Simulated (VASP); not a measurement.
# TiSi16 (a cell with a defect) in VASP: a series of runs

The runs below take TiSi16 (a cell with a defect) through single point, with PBE+D3(BJ).

Program: VASP 6.6.1. These are calculated values, not measurements. Logs are shortened: lines on timing, memory, paths and dates and some standing lists are left out, and cuts for length are marked.

**1. The cell of the first run**

The cell holds a defect, 17 atoms: a = 7.679 Å, b = 7.679 Å, c = 7.679 Å, α = 60.00°, β = 60.00°, γ = 60.00°.

**2. Single point, PBE+D3(BJ)**

INCAR

```
PREC = Accurate
ENCUT = 520
EDIFF = 1E-6
ISMEAR = 0
SIGMA = 0.05
LREAL = Auto
LASPH = T
NELM = 100
ALGO = Normal
ISIF = 2
LWAVE = F
LCHARG = F
GGA = PE
IVDW = 12
NBANDS = 52
```

KPOINTS

```
Automatic mesh
0
Gamma
  2 2 2
```

POSCAR

```
TiSi16
1.0
    0.0000000000      5.4300000000      5.4300000000
    5.4300000000      0.0000000000      5.4300000000
    5.4300000000      5.4300000000      0.0000000000
Si Ti
16 1
Direct
    0.0036904030      0.0034066910     -0.0111071031
    0.1280099165      0.1277002856      0.1228507454
    0.0039534472      0.0037147067      0.5050977361
    0.1245174415      0.1246838323      0.6263329550
   -0.0045876731      0.5008993790      0.0022711444
    0.1280141479      0.6210556259      0.1226040629
    0.0038348169      0.4873207914      0.5048135371
    0.1280465387      0.6213750759      0.6290715059
    0.5011777134     -0.0049173104      0.0022933514
    0.6212231516      0.1277105400      0.1227346571
    0.4872323337      0.0036903348      0.5049522445
    0.6215206186      0.1277665002      0.6290950926
    0.5011353302      0.5008866610      0.0022453642
    0.6247986550      0.6244576400      0.1256221068
    0.5012375870      0.5009876777      0.4962876118
    0.6213551337      0.6213205539      0.6290222689
    0.8746295381      0.8745876148      0.3760576188
```

Potentials or basis: VASP PAW PBE potentials, release 64 (Si, Ti_sv).

The run is started by

```bash
$ cat potpaw_PBE.64/Si/POTCAR potpaw_PBE.64/Ti_sv/POTCAR > POTCAR
$ mpirun -np 1 vasp_std > vasp.out
```

OUTCAR:

```text
PREC = Accurate
   ENCUT = 520
   EDIFF = 1E-6
   ISMEAR = 0
   LREAL = Auto
   LASPH = T
   NELM = 100
   ISIF = 2
   GGA = PE
   IVDW = 12
 IVDW          = 12

 ion  position               nearest neighbor table
   1  0.004  0.003  0.989-   4 2.27   6 2.40  10 2.40   2 2.40  17 2.43
   2  0.128  0.128  0.123-   9 2.34   5 2.34   3 2.40   1 2.40  17 2.75
   3  0.004  0.004  0.505-   4 2.27   2 2.40   8 2.40  12 2.40  17 2.43
   4  0.125  0.125  0.626-   1 2.27   7 2.27  11 2.27   3 2.27
   5  0.995  0.501  0.002-  14 2.32   6 2.34   2 2.34   8 2.34
   6  0.128  0.621  0.123-   5 2.34  13 2.34   7 2.40   1 2.40  17 2.75
   7  0.004  0.487  0.505-   4 2.27   6 2.40  16 2.40   8 2.40  17 2.43
   8  0.128  0.621  0.629-  15 2.34   5 2.34   3 2.40   7 2.40  17 2.75
   9  0.501  0.995  0.002-  14 2.32  10 2.34   2 2.34  12 2.34
  10  0.621  0.128  0.123-   9 2.34  13 2.34  11 2.40   1 2.40  17 2.75
  11  0.487  0.004  0.505-   4 2.27  10 2.40  16 2.40  12 2.40  17 2.43
  12  0.622  0.128  0.629-   9 2.34  15 2.34   3 2.40  11 2.40  17 2.75
  13  0.501  0.501  0.002-  14 2.32   6 2.34  10 2.34  16 2.34
  14  0.625  0.624  0.126-  13 2.32   5 2.32   9 2.32  15 2.32
  15  0.501  0.501  0.496-  14 2.32  16 2.34   8 2.34  12 2.34
  16  0.621  0.621  0.629-  15 2.34  13 2.34  11 2.40   7 2.40  17 2.75
  17  0.875  0.875  0.376-   1 2.43   7 2.43  11 2.43   3 2.43  12 2.75   8 2.75   2 2.75  16 2.75
                            10 2.75   6 2.75

  LATTYP: Found a face centered cubic cell.
 ALAT       =    10.8600000000

  Lattice vectors:

 A1 = (   0.0000000000,   5.4300000000,   5.4300000000)
 A2 = (   5.4300000000,   0.0000000000,   5.4300000000)
 A3 = (   5.4300000000,   5.4300000000,   0.0000000000)

Analysis of symmetry for initial positions (statically):
=====================================================================
 Subroutine PRICEL returns:
 Original cell was already a primitive cell.

 Routine SETGRP: Setting up the symmetry group for a
 face centered cubic supercell.

 Subroutine GETGRP returns: Found  1 space group operations
 (whereof  1 operations were pure point group operations)
 out of a pool of 48 trial point group operations.

The static configuration has the point symmetry C_1 .

Analysis of symmetry for dynamics (positions and initial velocities):
=====================================================================
 Subroutine PRICEL returns:
 Original cell was already a primitive cell.

 Routine SETGRP: Setting up the symmetry group for a
 face centered cubic supercell.

 Subroutine GETGRP returns: Found  1 space group operations
 (whereof  1 operations were pure point group operations)
 out of a pool of 48 trial point group operations.

The dynamic configuration has the point symmetry C_1 .

 Subroutine INISYM returns: Found  1 space group operations
 (whereof  1 operations are pure point group operations),
 and found     1 'primitive' translations

----------------------------------------------------------------------------------------

                                     Primitive cell

  volume of cell :     320.2060

  direct lattice vectors                    reciprocal lattice vectors
     0.000000000  5.430000000  5.430000000    -0.092081031  0.092081031  0.092081031
     5.430000000  0.000000000  5.430000000     0.092081031 -0.092081031  0.092081031
     5.430000000  5.430000000  0.000000000     0.092081031  0.092081031 -0.092081031

  length of vectors
     7.679179644  7.679179644  7.679179644     0.159489025  0.159489025  0.159489025

  position of ions in fractional coordinates (direct lattice)
     0.003690403  0.003406691  0.988892897
     0.128009916  0.127700286  0.122850745
     0.003953447  0.003714707  0.505097736
     0.124517441  0.124683832  0.626332955
     0.995412327  0.500899379  0.002271144
     0.128014148  0.621055626  0.122604063
[... 9 lines left out ...]
     0.621355134  0.621320554  0.629022269
     0.874629538  0.874587615  0.376057619

  ion indices of the primitive-cell ions
   primitive index   ion index
                 1           1
                 2           2
                 3           3
                 4           4
                 5           5
                 6           6
[... 9 lines left out ...]
                16          16
                17          17

----------------------------------------------------------------------------------------

 KPOINTS: Automatic mesh

Automatic generation of k-mesh.
 Grid dimensions read from file:
 generate k-points for:    2    2    2

 Generating k-lattice:

  Cartesian coordinates                     Fractional coordinates (reciprocal lattice)
    -0.046040516  0.046040516  0.046040516     0.500000000  0.000000000  0.000000000
     0.046040516 -0.046040516  0.046040516     0.000000000  0.500000000  0.000000000
     0.046040516  0.046040516 -0.046040516     0.000000000  0.000000000  0.500000000

  Length of vectors
     0.079744512  0.079744512  0.079744512

  Shift w.r.t. Gamma in fractional coordinates (k-lattice)
     0.000000000  0.000000000  0.000000000

 Subroutine IBZKPT returns following result:
 ===========================================

 Found      8 irreducible k-points:

 Following reciprocal coordinates:
            Coordinates               Weight
  0.000000  0.000000  0.000000      1.000000
  0.500000  0.000000  0.000000      1.000000
  0.000000  0.500000  0.000000      1.000000
  0.000000  0.000000  0.500000      1.000000
  0.500000  0.500000  0.500000      1.000000
  0.500000  0.500000  0.000000      1.000000
  0.000000  0.500000  0.500000      1.000000
  0.500000  0.000000  0.500000      1.000000
   k-points           NKPTS =      8   k-points in BZ     NKDIM =      8   number of bands    NBANDS=     52
   number of dos      NEDOS =    301   number of ions     NIONS =     17
   total plane-waves  NPLWV = 216000
   dimension x,y,z NGX =    60 NGY =   60 NGZ =   60
   dimension x,y,z NGXF=   120 NGYF=  120 NGZF=  120
   ions per type =              16   1
   NGX,Y,Z   is equivalent  to a cutoff of  12.99, 12.99, 12.99 a.u.
   NGXF,Y,Z  is equivalent  to a cutoff of  25.98, 25.98, 25.98 a.u.
 SYSTEM =  unknown system
   PREC   = accura    normal or accurate (medium, high low for compatibility)
   ISTART =      0    job   : 0-new  1-cont  2-samecut
   ICHARG =      2    charge: 1-file 2-atom 10-const
   ISPIN  =      1    spin polarized calculation?
   LNONCOLLINEAR =      F non collinear calculations
   LSORBIT =      F    spin-orbit coupling
   LASPH  =      T    aspherical Exc in radial PAW
   ENCUT  =  520.0 eV  38.22 Ry    6.18 a.u.  14.28 14.28 14.28*2*pi/ulx,y,z
   NELM   =    100;   NELMIN=  2; NELMDL= -5     # of ELM steps
   EDIFF  = 0.1E-05   stopping-criterion for ELM
   LREAL  =      T    real-space projection
   EDIFFG = 0.1E-04   stopping-criterion for IOM
   NSW    =      0    number of steps for IOM
   IBRION =     -1    ionic relax: 0-MD 1-quasi-New 2-CG
   NFREE  =      0    steps in history (QN), initial steepest desc. (CG)
   ISIF   =      2    stress and relaxation
   ISYM   =      2    0-nonsym 1-usesym 2-fastsym
   POTIM  = 0.5000    time-step for ionic-motion
   TEBEG  =    0.0;   TEEND  =   0.0 temperature during run
   PSTRESS=    0.0 pullay stress
   NELECT =      76.0000    total number of electrons
   NUPDOWN=      -1.0000    fix difference up-down
   EMIN   =  10.00;   EMAX   =-10.00  energy-range for DOS
   EFERMI =   0.00;   METHOD = LEGACY
   ISMEAR =     0;   SIGMA  =   0.05  broadening in eV -4-tet -1-fermi 0-gaus
   EFERMI_NEDOS =   21; number of points for ismear=-14 and -15
   IALGO  =     38    algorithm
   IMIX   =      4    mixing-type and parameters
     AMIX     =   0.40;   BMIX     =  1.00
     AMIX_MAG =   1.60;   BMIX_MAG =  1.00
  volume/ion in A,a.u.               =      18.84       127.11
  Fermi-wavevector in a.u.,A,eV,Ry     =   1.013607  1.915439 13.978610  1.027399
  Thomas-Fermi vector in A             =   2.146786
   LORBIT       =      0    0 simple, 1 ext, 2 COOP (PROOUT), +10 PAW based schemes
   GGA     = PE    functional components
   LHFCALC =     F    Hartree Fock is set to
   AEXX    =    0.0000 exact exchange contribution
   IVDW    =    12    specifies the selected vdW correction
   LEPSILON=     F    determine dielectric tensor
   LRPA    =     F    only Hartree local field effects (RPA)
 non-spin polarized calculation
 Gauss-broadening in eV      SIGMA  =   0.05
  energy-cutoff  :      520.00
  volume of cell :      320.21
 maximum number of plane-waves:      8646
 NGX is ok and might be reduce to    60
   NGX = 29   NGY = 29   NGZ = 29

 number of electron      75.9999998 magnetization

 Free energy of the ion-electron system (eV)
  ---------------------------------------------------
  ext. energy  EPLUGINS =         0.00000000
  ---------------------------------------------------
  free energy    TOTEN  =       -92.21371726 eV

  energy without entropy =      -92.18901314  energy(sigma->0) =      -92.20136520

 E-fermi :   6.9298     XC(G=0):  -9.7514

 val. band max:        6.8925401400   @ k =   0.5000   0.5000   0.0000
 cond. band min:       6.9593424614   @ k =   0.0000   0.5000   0.0000
 fundamental gap:      0.0668023214
 Fermi energy:         6.9298396137

 k-point     1 :       0.0000    0.0000    0.0000
  band No.  band energies     occupation
      1     -49.8790      2.00000
      2     -26.2534      2.00000
      3     -26.2515      2.00000
      4     -26.2498      2.00000
      5      -5.7210      2.00000
      6      -3.5130      2.00000
[... 42 lines left out ...]
     49       8.1721      0.00000
     50       8.4833      0.00000

 k-point     2 :       0.5000    0.0000    0.0000
  band No.  band energies     occupation
      1     -49.8790      2.00000
      2     -26.2534      2.00000
      3     -26.2515      2.00000
      4     -26.2498      2.00000
      5      -5.0138      2.00000
      6      -4.8012      2.00000
[... 310 lines left out ...]
 k-point     8 :       0.5000    0.0000    0.5000
  band No.  band energies     occupation
      1     -49.8790      2.00000
      2     -26.2534      2.00000
      3     -26.2515      2.00000
      4     -26.2498      2.00000
      5      -4.6921      2.00000
      6      -4.6032      2.00000
[... 42 lines left out ...]
     49       9.8746      0.00000
     50      10.5384      0.00000
 [bands above 50 left out]

------------------------ aborting loop because EDIFF is reached ----------------------------------------

 Edisp (eV)   -5.83782

 E8    (eV) :    -2.4422

  FORCE on cell =-STRESS in cart. coord.  units (eV):
  Direction    XX          YY          ZZ          XY          YZ          ZX
  --------------------------------------------------------------------------------------
  -------------------------------------------------------------------------------------
  Total       1.88339     1.88735     1.89499     0.01199     0.00421    -0.00504
  in kB       9.42372     9.44349     9.48175     0.05999     0.02105    -0.02521
  external pressure =        9.45 kB  Pullay stress =        0.00 kB

 VOLUME and BASIS-vectors are now :
 -----------------------------------------------------------------------------
  energy-cutoff  :      520.00
  volume of cell :      320.21
      direct lattice vectors                 reciprocal lattice vectors
     0.000000000  5.430000000  5.430000000    -0.092081031  0.092081031  0.092081031
     5.430000000  0.000000000  5.430000000     0.092081031 -0.092081031  0.092081031
     5.430000000  5.430000000  0.000000000     0.092081031  0.092081031 -0.092081031

 POSITION                                       TOTAL-FORCE (eV/Angst)
 -----------------------------------------------------------------------------------
      5.38819      5.38973      0.03854        -0.001932     -0.001480      0.001372
      1.36049      1.36217      1.38851         0.000115     -0.000940      0.002677
      2.76285      2.76415      0.04164         0.004692      0.004879      0.002192
      4.07802      4.07712      1.35316        -0.004823     -0.003698      0.003212
      2.73222      5.41742      8.12497         0.001919     -0.004033     -0.005161
      4.03807      1.36086      4.06745         0.000510     -0.000885      0.001085
[... 9 lines left out ...]
      6.78936      6.78955      6.74773         0.000138     -0.000308     -0.000701
      6.79100      6.79123      9.49825        -0.000661      0.000616     -0.000506
 -----------------------------------------------------------------------------------
    total drift:                               -0.001172     -0.001874      0.001694

  FREE ENERGIE OF THE ION-ELECTRON SYSTEM (eV)
  ---------------------------------------------------
  free  energy   TOTEN  =       -98.0515364875 eV

  energy  without entropy=      -98.0268323636  energy(sigma->0) =      -98.03918443
```

Wall time 8.9 min (1 thread of Intel Xeon 8259CL, shared host); peak memory 0.49 GiB.

Results:

```
Free energy                : -98.0515 eV
Pressure                   : 0.9 GPa
Largest force              : 0.008 eV/Å
Band gap on the k mesh     : zero (bands 38 and 39 overlap by 0.43 eV)
Dispersion energy per atom : -0.343 eV
```

Forces on the atoms (eV/Å):
```
Si  -0.002 -0.001  0.001
Si   0.000 -0.001  0.003
Si   0.005  0.005  0.002
Si  -0.005 -0.004  0.003
Si   0.002 -0.004 -0.005
Si   0.001 -0.001  0.001
Si  -0.002  0.005 -0.006
Si   0.000  0.001  0.002
Si  -0.005  0.003 -0.005
Si   0.000 -0.001  0.001
Si   0.005 -0.002 -0.006
Si   0.002 -0.001  0.001
Si   0.002  0.003  0.005
Si   0.001  0.000  0.001
Si  -0.002 -0.002  0.003
Si   0.000  0.000 -0.001
Ti  -0.001  0.001 -0.001
```

Caveat: the k points lie up to 0.50 Å⁻¹ apart.

**3. Single point, PBE+D3(BJ)**

INCAR, as its differences from that of step 2:

```diff
@@ -7,3 +7,3 @@
 LASPH = T
-NELM = 100
+NELM = 60
 ALGO = Normal
```

KPOINTS

```
regular mesh
0
Gamma
  2 2 2
```

POSCAR

```
TiSi16
1.0
    0.0000000000      5.4300000000      5.4300000000
    5.4300000000      0.0000000000      5.4300000000
    5.4300000000      5.4300000000      0.0000000000
Si Ti
16 1
Direct
    0.0000195599      0.0007944553     -0.0002452596
    0.1236063248      0.1241113457      0.1234346377
    0.0035390199      0.0036256726      0.4965830439
    0.1235881089      0.1241291586      0.6291800522
    0.0033622030      0.4973109146      0.0032334241
    0.1235360180      0.6301952314      0.1233102675
    0.0034119578      0.4973179745      0.4964327553
    0.1375170498      0.6213025898      0.6207576920
    0.4967546734      0.0036355272      0.0034200509
    0.6294431731      0.1241336460      0.1233681408
    0.4967136060      0.0037368066      0.4964786515
    0.6210082922      0.1374239218      0.6209048326
    0.4966756196      0.4973246994      0.0032217391
    0.6209078037      0.6213491505      0.1374062589
    0.5002476788      0.5000259038      0.5001496372
    0.6209379141      0.6214776266      0.6206991552
    0.7501466571      0.7502730655      0.7500096406
```

Potentials or basis: VASP PAW PBE potentials, release 64 (Si, Ti_sv).

The run is started by

```bash
$ cat potpaw_PBE.64/Si/POTCAR potpaw_PBE.64/Ti_sv/POTCAR > POTCAR
$ mpirun -np 1 vasp_std > vasp.out
```

Wall time 9.4 min (1 thread of Intel Xeon 8259CL, shared host); peak memory 0.49 GiB.

The run converged. Its results:

```yaml
Free_energy: -98.0509 eV
Pressure: 0.9 GPa
Largest_force: 0.007 eV/Å
Band_gap_on_the_k_mesh: zero (bands 38 and 39 overlap by 0.43 eV)
Dispersion_energy_per_atom: -0.343 eV
```

Forces on the atoms (eV/Å):
```
Si  -0.002  0.001 -0.003
Si  -0.002 -0.002 -0.002
Si  -0.001  0.000 -0.002
Si   0.002  0.002 -0.002
Si  -0.001 -0.003 -0.001
Si   0.001 -0.001  0.001
Si   0.003  0.000  0.000
Si  -0.003  0.003  0.005
Si  -0.003  0.000  0.000
Si  -0.002  0.002  0.002
Si   0.000  0.003  0.000
Si   0.004 -0.004  0.004
Si   0.001  0.001  0.003
Si   0.005  0.004 -0.004
Si  -0.001 -0.002 -0.001
Si  -0.004 -0.004 -0.004
Ti   0.003 -0.001  0.004
```

Levels at points of the mesh, in eV from the Fermi level:
```
           k point  band 35  band 36  band 37  band 38  band 39  band 40
(0.00, 0.00, 0.00)    -0.99    -0.99    -0.41    -0.40    -0.40    -0.10
(0.50, 0.00, 0.00)    -1.37    -1.37    -0.28     0.03     0.03     0.44
(0.00, 0.50, 0.00)    -1.37    -1.37    -0.28     0.03     0.03     0.44
(0.00, 0.00, 0.50)    -1.37    -1.37    -0.28     0.03     0.03     0.44
(0.50, 0.50, 0.50)    -1.37    -1.37    -0.28     0.03     0.03     0.44
(0.50, 0.50, 0.00)    -2.01    -1.88    -0.71    -0.04     0.57     0.57
(0.00, 0.50, 0.50)    -2.01    -1.88    -0.71    -0.04     0.57     0.57
(0.50, 0.00, 0.50)    -2.01    -1.88    -0.71    -0.04     0.57     0.57
```

Caveat: the k points lie up to 0.50 Å⁻¹ apart.

(Continued in part 2 of 2.)

The gap in the log of VASP goes by the Fermi energy; the results here count the filled bands.